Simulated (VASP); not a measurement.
Set up this calculation in VASP 6.6.1, as the native input.

| Quantity | Value |
| --- | --- |
| Task | single point |
| Functional | PBE |
| Potentials or basis | VASP PAW PBE potentials, release 64 (Ti_sv, B) |
| Cutoff | 520 eV |
| k mesh | 15 × 15 × 13 |
| Occupations | fermi-dirac, width 0.08 eV |
| Spin | no spin polarisation |
| Dipole correction | no |
| Further INCAR settings | ALGO = Normal; EDIFF = 1e-06; NBANDS = 16 |

The structure of TiB2 lies in POSCAR:

```
TiB2
1.0
    2.9673604788      0.0000000000      0.0000000000
   -1.4836802394      2.5698095569      0.0000000000
    0.0000000000      0.0000000000      3.1624957934
Ti B
1 2
Direct
    0.0000000000      0.0000000000      0.0000000000
    0.3333333333      0.6666666667      0.5000000000
    0.6666666667      0.3333333333      0.5000000000
```

These files were run (other wordings do the same):

INCAR

```
SYSTEM = TiB2
PREC     = Accurate       ! precision mode
ENCUT    = 520            ! plane-wave cutoff, eV
EDIFF    = 1E-6           ! SCF threshold, eV
ISMEAR   = -1             ! smearing method
SIGMA    = 0.08           ! smearing width, eV
LREAL    = .False.        ! projectors in reciprocal space
LASPH    = .True.         ! aspherical terms in the spheres
NELM     = 60             ! most SCF steps
ALGO     = Normal         ! electronic algorithm
ISIF     = 2              ! what is computed and relaxed
LWAVE    = .False.        ! write WAVECAR
LCHARG   = .False.        ! write CHGCAR
GGA      = PE             ! functional
NBANDS   = 16             ! bands
```

KPOINTS

```
regular mesh
0
Gamma
  15 15 13
  0 0 0
```

Potentials or basis: VASP PAW PBE potentials, release 64 (Ti_sv, B).

Command:

```console
$ cat potpaw_PBE.64/Ti_sv/POTCAR potpaw_PBE.64/B/POTCAR > POTCAR
$ mpirun -np 1 vasp_std > vasp.out
```

It gave:

```
Pressure               : 18.3 GPa
Band gap on the k mesh : zero (bands 9 and 10 overlap by 0.50 eV)
```

Caveat: the cell stands under pressure.

It took 67 s on 1 thread of Intel Xeon 8259CL, on a shared host, peak memory 0.19 GiB.
